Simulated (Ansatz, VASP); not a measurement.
Hg: VASP beside Ansatz

```
Hg
1.0
     2.26337   -2.07278    0.00000
     2.26337    2.07278    0.00000
    -0.35332    0.00000    3.07980
Hg
1
Direct
  0.50000 0.50000 0.50000
```

Change from the starting cell: functional lda, volume scaled by 1.04, PAW files.

Alike in both runs: task electric field gradients; functional LDA; k mesh 11 × 11 × 11; occupations fermi-dirac, width 0.05 eV; no spin polarisation.

```csv
,VASP,Ansatz
version,VASP 6.6.1,Ansatz 0.2.0
potentials or method,"VASP PAW LDA potentials, release 64 (Hg)","PAW with Ansatz's default frozen-core files, scalar-relativistic"
plane-wave cutoff (eV),520,420
valence electrons in the cell,12,20
```

Ansatz gave:

```
pressure (GPa)                                                : -4.9
traceless stress, the component that is largest in VASP (GPa) : 0.23
size of Vzz on the site where it differs most (V/Å²)          : 34.9
```

Q: What did VASP give for the same quantities?

A: Pressure (GPa): -4.7; traceless stress, the component that is largest in VASP (GPa): 0.22; size of Vzz on the site where it differs most (V/Å²): 42.6.

LDA's correlation is that of Perdew and Zunger in VASP and of Perdew and Wang (1992) in Ansatz. VASP's potentials hold 12 valence electrons a cell and Ansatz's 20, so a difference there can come from the potentials and not from the codes.

Spin-orbit coupling is off throughout.
